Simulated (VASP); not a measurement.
# Sc (P6_3/mmc) in VASP: a series of runs

The runs below take Sc through single point, with LDA.

Everything below comes from runs of VASP 6.6.1. Logs are shortened: lines on timing, memory, paths and dates and some standing lists are left out, and cuts for length are marked.

## Step 1: The cell of the first run

The structure is hexagonal, space group P6_3/mmc (No. 194). The conventional cell has a = 3.227 Å, b = 3.227 Å, c = 5.009 Å, α = 90.00°, β = 90.00°, γ = 120.00°. Sc (site symmetry -6m2) has 12 Sc at 3.12 to 3.23 Å within 4.1 Å.

## Step 2: Single point, LDA

Contents of INCAR:

```
PREC = Accurate ; ENCUT = 500
EDIFF = 1E-6 ; ISMEAR = 1
SIGMA = 0.2 ; LREAL = F
LASPH = T ; NELM = 120
ALGO = Normal ; ISIF = 2
LWAVE = F ; LCHARG = F
GGA = CA ; NBANDS = 18
GGA_COMPAT = F
```

Contents of KPOINTS:

```
Automatic mesh
0
Gamma
  11 11 6
```

Contents of POSCAR:

```
Sc
1.0
    3.2269060027      0.0000000000      0.0000000000
   -1.6134530014      2.7945825740      0.0000000000
    0.0000000000      0.0000000000      5.0094253455
Sc
2
Direct
    0.3333333333      0.6666666667      0.2500000000
    0.6666666667      0.3333333333      0.7500000000
```

Potentials or basis: VASP PAW LDA potentials, release 64 (Sc_sv).

Launch:

```
$ cat potpaw_LDA.64/Sc_sv/POTCAR > POTCAR
$ mpirun -np 1 vasp_std > vasp.out
```

OUTCAR:

```text
PREC = Accurate
   ENCUT = 500
   EDIFF = 1E-6
   ISMEAR = 1
   LREAL = F
   LASPH = T
   NELM = 120
   ISIF = 2
   GGA = CA

 ion  position               nearest neighbor table
   1  0.333  0.667  0.250-   2 3.12   2 3.12   2 3.12   2 3.12   2 3.12   2 3.12
   2  0.667  0.333  0.750-   1 3.12   1 3.12   1 3.12   1 3.12   1 3.12   1 3.12

  LATTYP: Found a hexagonal cell.
 ALAT       =     3.2269060027
 C/A-ratio  =     1.5523927072

  Lattice vectors:

 A1 = (   3.2269060027,   0.0000000000,   0.0000000000)
 A2 = (  -1.6134530014,   2.7945825740,   0.0000000000)
 A3 = (   0.0000000000,   0.0000000000,   5.0094253455)

Analysis of symmetry for initial positions (statically):
=====================================================================
 Subroutine PRICEL returns:
 Original cell was already a primitive cell.

 Routine SETGRP: Setting up the symmetry group for a
 hexagonal supercell.

 Subroutine GETGRP returns: Found 24 space group operations
 (whereof 12 operations were pure point group operations)
 out of a pool of 24 trial point group operations.

The static configuration has the point symmetry D_3d.
 The point group associated with its full space group is D_6h.

Analysis of symmetry for dynamics (positions and initial velocities):
=====================================================================
 Subroutine PRICEL returns:
 Original cell was already a primitive cell.

 Routine SETGRP: Setting up the symmetry group for a
 hexagonal supercell.

 Subroutine GETGRP returns: Found 24 space group operations
 (whereof 12 operations were pure point group operations)
 out of a pool of 24 trial point group operations.

The dynamic configuration has the point symmetry D_3d.
 The point group associated with its full space group is D_6h.

 Subroutine INISYM returns: Found 24 space group operations
 (whereof 12 operations are pure point group operations),
 and found     1 'primitive' translations

----------------------------------------------------------------------------------------

                                     Primitive cell

  volume of cell :      45.1743

  direct lattice vectors                    reciprocal lattice vectors
     3.226906003  0.000000000  0.000000000     0.309894369  0.178917597  0.000000000
    -1.613453001  2.794582574  0.000000000     0.000000000  0.357835195  0.000000000
     0.000000000  0.000000000  5.009425346     0.000000000  0.000000000  0.199623696
[... 76 lines left out ...]
   ISTART =      0    job   : 0-new  1-cont  2-samecut
   ICHARG =      2    charge: 1-file 2-atom 10-const
   ISPIN  =      1    spin polarized calculation?
   LNONCOLLINEAR =      F non collinear calculations
   LSORBIT =      F    spin-orbit coupling
   LASPH  =      T    aspherical Exc in radial PAW
   ENCUT  =  500.0 eV  36.75 Ry    6.06 a.u.   5.88  5.88  9.13*2*pi/ulx,y,z
   NELM   =    120;   NELMIN=  2; NELMDL= -5     # of ELM steps
   EDIFF  = 0.1E-05   stopping-criterion for ELM
   LREAL  =      F    real-space projection
   EDIFFG = 0.1E-04   stopping-criterion for IOM
   NSW    =      0    number of steps for IOM
   IBRION =     -1    ionic relax: 0-MD 1-quasi-New 2-CG
   NFREE  =      0    steps in history (QN), initial steepest desc. (CG)
   ISIF   =      2    stress and relaxation
   ISYM   =      2    0-nonsym 1-usesym 2-fastsym
   POTIM  = 0.5000    time-step for ionic-motion
   TEBEG  =    0.0;   TEEND  =   0.0 temperature during run
   PSTRESS=    0.0 pullay stress
   NELECT =      22.0000    total number of electrons
   NUPDOWN=      -1.0000    fix difference up-down
   EMIN   =  10.00;   EMAX   =-10.00  energy-range for DOS
   EFERMI =   0.00;   METHOD = LEGACY
   ISMEAR =     1;   SIGMA  =   0.20  broadening in eV -4-tet -1-fermi 0-gaus
   EFERMI_NEDOS =   21; number of points for ismear=-14 and -15
   IALGO  =     38    algorithm
   IMIX   =      4    mixing-type and parameters
     AMIX     =   0.40;   BMIX     =  1.00
     AMIX_MAG =   1.60;   BMIX_MAG =  1.00
  volume/ion in A,a.u.               =      22.59       152.43
  Fermi-wavevector in a.u.,A,eV,Ry     =   1.288008  2.433983 22.571595  1.658965
  Thomas-Fermi vector in A             =   2.419988
   LORBIT       =      0    0 simple, 1 ext, 2 COOP (PROOUT), +10 PAW based schemes
   GGA     = CA    functional components
   LHFCALC =     F    Hartree Fock is set to
   AEXX    =    0.0000 exact exchange contribution
   IVDW    =     0    specifies the selected vdW correction
   LEPSILON=     F    determine dielectric tensor
   LRPA    =     F    only Hartree local field effects (RPA)
 non-spin polarized calculation
 Methfessel and Paxton  Order N= 1 SIGMA  =   0.20
  energy-cutoff  :      500.00
  volume of cell :       45.17
 maximum number of plane-waves:      1160
 NGX is ok and might be reduce to    24
   NGX = 11   NGY = 11   NGZ = 19

 number of electron      22.0000000 magnetization

 Free energy of the ion-electron system (eV)
  ---------------------------------------------------
  ext. energy  EPLUGINS =         0.00000000
  ---------------------------------------------------
  free energy    TOTEN  =       -13.44915183 eV

  energy without entropy =      -13.44909074  energy(sigma->0) =      -13.44913147

 E-fermi :   3.9784     XC(G=0): -10.5085

 val. band max:        3.9653566697   @ k =   0.3636   0.0000   0.0000
 cond. band min:       3.9908324540   @ k =   0.4545  -0.0000   0.3333
 fundamental gap:      0.0254757843
 Fermi energy:         3.9784445571

 k-point     1 :       0.0000    0.0000    0.0000
  band No.  band energies     occupation
      1     -44.6183      2.00000
      2     -44.5080      2.00000
      3     -23.8817      2.00000
      4     -23.4081      2.00000
      5     -23.4081      2.00000
      6     -23.3161      2.00000
[... 481 lines left out ...]
      5     -23.5220      2.00000
      6     -23.4500      2.00000
[... 10 lines left out ...]
     17       6.8251     -0.00000
     18       7.1068     -0.00000

 [... further k-points ...]
[... 5 lines left out ...]
  --------------------------------------------------------------------------------------
  -------------------------------------------------------------------------------------
  Total        0.0099219      0.0099219     -0.1452416     -0.0000000     -0.0000000      0.0000000
  in kB        0.3518951      0.3518951     -5.1512239     -0.0000000     -0.0000000      0.0000000
  external PRESSURE =      -1.4824779 kB  Pullay stress =       0.0000000 kB

 VOLUME and BASIS-vectors are now :
 -----------------------------------------------------------------------------
  energy-cutoff  :      500.00
  volume of cell :       45.17
      direct lattice vectors                 reciprocal lattice vectors
     3.226906003  0.000000000  0.000000000     0.309894369  0.178917597  0.000000000
    -1.613453001  2.794582574  0.000000000     0.000000000  0.357835195  0.000000000
     0.000000000  0.000000000  5.009425346     0.000000000  0.000000000  0.199623696

 POSITION                                       TOTAL-FORCE (eV/Angst)
 -----------------------------------------------------------------------------------
     -0.00000      1.86306      1.25236         0.000000     -0.000000      0.000000
      1.61345      0.93153      3.75707        -0.000000      0.000000      0.000000
 -----------------------------------------------------------------------------------
    total drift:                               -0.000000      0.000000     -0.000000

  FREE ENERGIE OF THE ION-ELECTRON SYSTEM (eV)
  ---------------------------------------------------
  free  energy   TOTEN  =       -13.4491518324 eV

  energy  without entropy=      -13.4490907364  energy(sigma->0) =      -13.44913147
```

OSZICAR:

```text
N       E                     dE             d eps       ncg     rms          rms(c)
DAV:   1     0.342589100166E+03    0.34259E+03   -0.10691E+04  2312   0.132E+03
DAV:   2     0.382634423997E+01   -0.33876E+03   -0.33208E+03  2856   0.553E+02
DAV:   3    -0.144045568336E+02   -0.18231E+02   -0.17508E+02  3740   0.164E+02
DAV:   4    -0.147399265027E+02   -0.33537E+00   -0.33272E+00  3580   0.201E+01
DAV:   5    -0.147437345756E+02   -0.38081E-02   -0.38006E-02  3908   0.236E+00    0.829E+00
DAV:   6    -0.136214311826E+02    0.11223E+01   -0.24789E+00  3060   0.185E+01    0.250E+00
DAV:   7    -0.134632944835E+02    0.15814E+00   -0.60117E-01  3174   0.821E+00    0.738E-01
DAV:   8    -0.134498948465E+02    0.13400E-01   -0.26325E-02  2996   0.220E+00    0.214E-01
DAV:   9    -0.134491285184E+02    0.76633E-03   -0.52035E-03  3382   0.761E-01    0.209E-02
DAV:  10    -0.134491511686E+02   -0.22650E-04   -0.98192E-05  3542   0.136E-01    0.380E-03
DAV:  11    -0.134491518324E+02   -0.66386E-06   -0.14331E-06  2216   0.148E-02
   1 F= -.13449152E+02 E0= -.13449131E+02  d E =-.610961E-04
```

stdout:

```text
POSCAR found type information on POSCAR Sc
 POSCAR found :  1 types and       2 ions
 scaLAPACK will be used
 LDA part: xc-table for (Slater(with rela. corr.)+CA(PZ))
 , standard interpolation
 POSCAR, INCAR and KPOINTS ok, starting setup
 FFT: planning ... GRIDC
 FFT: planning ... GRID_SOFT
 FFT: planning ... GRID
 WAVECAR not read
 entering main loop
```

Run time: 12 s. Hardware: 1 thread of Intel Xeon 6975P-C (Granite Rapids), shared host; peak memory 0.16 GiB.

Results:

```
Free energy            : -13.4492 eV
Pressure               : -0.1 GPa
Band gap on the k mesh : zero (band 11 reaches 5.00 eV, above the bottom of band 12 at 3.41 eV)
```

Levels at points of the mesh, in eV from the Fermi level:
```tsv
k point	band 7	band 8	band 9	band 10	band 11	band 12	band 13	band 14	band 15	band 16
(0.00, 0.00, 0.00)	-27.29	-27.25	-5.22	-1.76	0.96	1.64	1.64	1.96	2.15	2.15
(0.00, 0.00, 0.50)	-27.34	-27.34	-3.56	-3.56	1.02	1.02	1.54	1.54	1.54	1.54
```

## Step 3: Single point, LDA

Contents of INCAR:

```
SYSTEM = Sc
ALGO     = Normal         ! electronic algorithm
EDIFF    = 1E-6           ! SCF threshold, eV
ENCUT    = 500            ! plane-wave cutoff, eV
GGA_COMPAT= .False.      
ISIF     = 2              ! what is computed and relaxed
ISMEAR   = 1              ! smearing method
LASPH    = .True.         ! aspherical terms in the spheres
LCHARG   = .True.         ! write CHGCAR
LELF     = .True.         ! ELF
LREAL    = .False.        ! projectors in reciprocal space
LVHAR    = .True.       
LWAVE    = .False.        ! write WAVECAR
NBANDS   = 18             ! bands
NELM     = 120            ! most SCF steps
PREC     = Accurate       ! precision mode
SIGMA    = 0.3            ! smearing width, eV
```

Contents of KPOINTS:

```
k-points
0
Gamma
  11 11 6
  0 0 0
```

POSCAR is that of step 2.

Potentials or basis: VASP PAW LDA potentials, release 64 (Sc_sv).

Launch:

```
$ cat potpaw_LDA.64/Sc_sv/POTCAR > POTCAR
$ mpirun -np 1 vasp_std > vasp.out
```

Wall time 12 s (1 thread of Intel Xeon 6975P-C (Granite Rapids), shared host); peak memory 0.16 GiB.

Results (log left out):

* Free energy: -13.4518 eV
* Pressure: -0.1 GPa
* Band gap on the k mesh: zero (band 11 reaches 5.00 eV, above the bottom of band 12 at 3.41 eV)

Stress tensor (GPa, compression positive):
```
 0.05  0.00  0.00
 0.00  0.05  0.00
 0.00  0.00 -0.34
```

Levels at points of the mesh, in eV from the Fermi level:
```tsv
k point	band 9	band 10	band 11	band 12	band 13	band 14
(0.00, 0.00, 0.00)	-5.22	-1.76	0.96	1.64	1.64	1.96
(0.00, 0.00, 0.50)	-3.56	-3.56	1.02	1.02	1.54	1.54
```

## Step 4: Single point, LDA

Contents of INCAR:

```
ALGO = Normal
EDIFF = 1E-6
ENCUT = 500
GGA = CA
GGA_COMPAT = F
ISIF = 2
ISMEAR = 1
LASPH = T
LCHARG = F
LREAL = F
LWAVE = F
NBANDS = 18
NELM = 120
PREC = Accurate
SIGMA = 0.6
```

Contents of KPOINTS:

```
k-points
0
Gamma
  11 11 6
```

POSCAR is that of step 3.

Launch:

```
$ cat potpaw_LDA.64/Sc_sv/POTCAR > POTCAR
$ mpirun -np 1 vasp_std > vasp.out
```

It took 12 s on 1 thread of Intel Xeon 6975P-C (Granite Rapids), shared host; peak memory 0.16 GiB.

The run converged. Its results:

```yaml
Free_energy: -13.4745 eV
Pressure: 0.0 GPa
Band_gap_on_the_k_mesh: zero (band 11 reaches 4.99 eV, above the bottom of band 12 at 3.41 eV)
```

Stress tensor (GPa, compression positive):
```
-0.13  0.00  0.00
 0.00 -0.13  0.00
 0.00  0.00  0.17
```

Levels at points of the mesh, in eV from the Fermi level:
```tsv
k point	band 7	band 8	band 9	band 10	band 11	band 12	band 13	band 14	band 15	band 16
(0.00, 0.00, 0.00)	-27.29	-27.26	-5.22	-1.76	0.96	1.64	1.64	1.95	2.15	2.15
(0.00, 0.00, 0.50)	-27.34	-27.34	-3.56	-3.56	1.02	1.02	1.54	1.54	1.54	1.54
```

## Step 5: The runs side by side

```csv
smearing,gap on the mesh (eV),pressure (GPa)
methfessel-paxton 0.2 eV,none,-0.1
methfessel-paxton 0.3 eV,none,-0.1
methfessel-paxton 0.6 eV,none,0.0
```

Alike in all rows: task single point; level LDA; potentials or basis VASP PAW LDA potentials, release 64 (Sc_sv); no spin polarisation; cell as given; k mesh 11 × 11 × 6; cutoff (eV) 500.

Every run on the cell as given and a fine mesh finds a metal.

Total energies depend on the potentials used, so only differences within one code and one set of settings carry meaning.
